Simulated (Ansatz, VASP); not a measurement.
## Y3Si2F in VASP and in Ansatz

```
CELL_PARAMETERS angstrom
4.89774 0.00000 0.00000
-2.44887 4.24157 0.00000
0.00000 0.00000 9.38868
ATOMIC_POSITIONS crystal
Y 0.66667 0.33333 0.00000
Y 0.33333 0.66667 0.77510
Y 0.33333 0.66667 0.22490
Si 0.66667 0.33333 0.70887
Si 0.66667 0.33333 0.29113
F 0.66667 0.33333 0.50000
```

Alike in both runs: functional PBE; k mesh 12 × 12 × 4; occupations gaussian, width 0.1 eV; no spin polarisation.

Ansatz relaxed the structure, and its values are those at the end. VASP's run is a single point on that final structure, the one shown.

```csv
,VASP,Ansatz
version,VASP 6.6.1,Ansatz 0.2.0
potentials or method,"VASP PAW PBE potentials, release 64 (Y_sv, Si, F), cutoff 520 eV","scalar-relativistic, plane waves, PAW"
valence electrons in the cell,48,48
```

Ansatz gave:

| Property | Result |
| --- | --- |
| gap on the k mesh at the Fermi level (eV) | none |
| pressure (GPa) | 0.0 |
| rms of the force components (eV/Å) | 0.003 |

Q: Which values does VASP return?

A: gap on the k mesh at the Fermi level (eV): none; pressure (GPa): -0.1; rms of the force components (eV/Å): 0.011.

A gap of «none» marks a metal or a gap that the smearing closes.
